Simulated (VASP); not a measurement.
Set up this calculation in VASP 6.6.1, as the native input.

```yaml
Task: dielectric tensor
Functional: PBE
Potentials_or_basis: VASP PAW PBE potentials, release 64 (Na_pv, H)
Cutoff: 520 eV
k_mesh: 8 × 8 × 8
Occupations: gaussian, width 0.01 eV
Spin: no spin polarisation
Dipole_correction: no
Further_INCAR_settings: ALGO = Normal; EDIFF = 1e-08
```

The structure of NaH lies in POSCAR:

```
NaH
1.0
    0.0000000000      2.4400000000      2.4400000000
    2.4400000000      0.0000000000      2.4400000000
    2.4400000000      2.4400000000      0.0000000000
Na H
1 1
Direct
    0.0000000000      0.0000000000      0.0000000000
    0.5000000000      0.5000000000      0.5000000000
```

One way to write it, as run:

INCAR

```
SYSTEM = NaH
ALGO = Normal
EDIFF = 1E-8
ENCUT = 520
GGA = PE
ISIF = 2
ISMEAR = 0
LASPH = .TRUE.
LCHARG = .FALSE.
LEPSILON = .TRUE.
LREAL = .FALSE.
LWAVE = .FALSE.
NELM = 60
PREC = Accurate
SIGMA = 0.01
```

KPOINTS

```
k-points
0
G
  8 8 8
  0 0 0
```

Potentials or basis: VASP PAW PBE potentials, release 64 (Na_pv, H).

Command:

```sh
$ cat potpaw_PBE.64/Na_pv/POTCAR potpaw_PBE.64/H/POTCAR > POTCAR
$ mpirun -np 1 vasp_std > vasp.out
```

It gave:

```json
{
  "Band gap on the k mesh": "3.71 eV, indirect (least direct gap 4.55 eV)",
  "Electronic dielectric tensor (diagonal)": "3.11",
  "Born charges (mean of the diagonal)": "Na +0.98; H -0.98 e"
}
```

It took 77 s on 1 thread of Intel(R) Xeon(R) Platinum 8259CL CPU @ 2.50GHz (Skylake/Cascade Lake), on a shared host, peak memory 0.18 GiB.
